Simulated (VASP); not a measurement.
Wanted: the native input for a VASP 6.6.1 run.

| Property | Result |
| --- | --- |
| Task | single point |
| Functional | PBEsol |
| Potentials or basis | VASP PAW PBE potentials, release 64 (Mo_sv, S) |
| Cutoff | 500 eV |
| k mesh | 18 × 18 × 8 |
| Occupations | gaussian, width 0.1 eV |
| Spin | collinear spin |
| Starting moments | [3.5, 3.5, 0.0, 0.0] μB |
| Dipole correction | no |
| Further INCAR settings | ALGO = Normal; EDIFF = 1e-06; NBANDS = 32 |

The structure of MoS lies in POSCAR:

```
MoS
1.0
    3.1903878422      0.0000000000      0.0000000000
   -1.5951939211      2.7629569193      0.0000000000
    0.0000000000      0.0000000000      6.4037196636
Mo S
2 2
Direct
    0.0000000000      0.0000000000      0.0000000000
    0.0000000000      0.0000000000      0.5000000000
    0.3333333333      0.6666666667      0.2500000000
    0.6666666667      0.3333333333      0.7500000000
```

The input as run:

INCAR

```
SYSTEM = MoS
  PREC = Accurate
  ENCUT = 500
  EDIFF = 1E-6
  ISMEAR = 0
  SIGMA = 0.1
  LREAL = .False.
  LASPH = .True.
  NELM = 200
  ALGO = Normal
  ISIF = 2
  LWAVE = .False.
  LCHARG = .True.
  ISPIN = 2
  MAGMOM = 3.5 3.5 0 0
  LORBIT = 11
  LMAXMIX = 4
  GGA = PS
  LELF = .True.
  LVHAR = .True.
  NBANDS = 32
  GGA_COMPAT = .False.
```

KPOINTS

```
regular mesh
0
Gamma
  18 18 8
  0 0 0
```

Potentials or basis: VASP PAW PBE potentials, release 64 (Mo_sv, S).

Launch:

```bash
$ cat potpaw_PBE.64/Mo_sv/POTCAR potpaw_PBE.64/S/POTCAR > POTCAR
$ mpirun -np 1 vasp_std > vasp.out
```

It gave:

```json
{
  "Pressure": "0.3 GPa",
  "Band gap on the k mesh": "zero (filled and empty bands overlap)",
  "Net moment": "0.00 μB per cell",
  "Valence electrons inside the program's atomic spheres": "Mo 12.53; S 3.70"
}
```

Caveat: the PAW data sets were made with another functional, which shifts forces and pressure a little.

It took 3 min on 1 thread of Intel(R) Xeon(R) 6975P-C (Granite Rapids), with other jobs on the host, peak memory 0.49 GiB.
